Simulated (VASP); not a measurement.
Write the native input for VASP 6.6.1 that does the following.

| Quantity | Value |
| --- | --- |
| Task | single point |
| Functional | PBE |
| Potentials or basis | VASP PAW PBE potentials, release 64 (Zn, Ge_d, N) |
| Cutoff | 520 eV |
| k mesh | 12 × 12 × 8 |
| Occupations | gaussian, width 0.1 eV |
| Spin | no spin polarisation |
| Dipole correction | no |
| Further INCAR settings | ALGO = Fast; EDIFF = 1e-06; NBANDS = 40 |

The structure of ZnGeN lies in POSCAR:

```
ZnGeN
1.0
    4.4025965375      0.0000000030      0.0000000000
   -2.2012982714      3.8127604426      0.0000000000
    0.0000000000      0.0000000000      4.7673453667
Zn Ge N
2 2 2
Direct
    0.0000000000      0.0000000000      0.0000000000
    0.0000000000      0.0000000000      0.5000000000
    0.6666666667      0.3333333333      0.7500000000
    0.3333333333      0.6666666667      0.2500000000
    0.3333333333      0.6666666667      0.7500000000
    0.6666666667      0.3333333333      0.2500000000
```

The cell was built from a structure type or drawn by symmetry, and may not be a known phase.

These files were run (other wordings do the same):

INCAR

```
PREC     = Accurate       # precision mode
ENCUT    = 520            # plane-wave cutoff, eV
EDIFF    = 1E-6           # SCF threshold, eV
ISMEAR   = 0              # smearing method
SIGMA    = 0.1            # smearing width, eV
LREAL    = False          # projectors in reciprocal space
LASPH    = True           # aspherical terms in the spheres
NELM     = 100            # most SCF steps
ALGO     = Fast           # electronic algorithm
ISIF     = 2              # what is computed and relaxed
LWAVE    = False          # write WAVECAR
LCHARG   = True           # write CHGCAR
GGA      = PE             # functional
LELF     = True           # ELF
LVHAR    = True         
NBANDS   = 40             # bands
```

KPOINTS

```
Automatic mesh
0
Gamma
  12 12 8
```

Potentials or basis: VASP PAW PBE potentials, release 64 (Zn, Ge_d, N).

The run is started by

```bash
$ cat potpaw_PBE.64/Zn/POTCAR potpaw_PBE.64/Ge_d/POTCAR potpaw_PBE.64/N/POTCAR > POTCAR
$ mpirun -np 1 vasp_std > vasp.out
```

It gave:

```json
{
 "Pressure": "0.2 GPa",
 "Band gap on the k mesh": "zero (bands 31 and 32 overlap by 1.64 eV)"
}
```

Wall time 6.2 min on 1 thread of Intel(R) Xeon(R) Platinum 8259CL CPU @ 2.50GHz (Skylake/Cascade Lake) (shared host), peak memory 0.39 GiB.
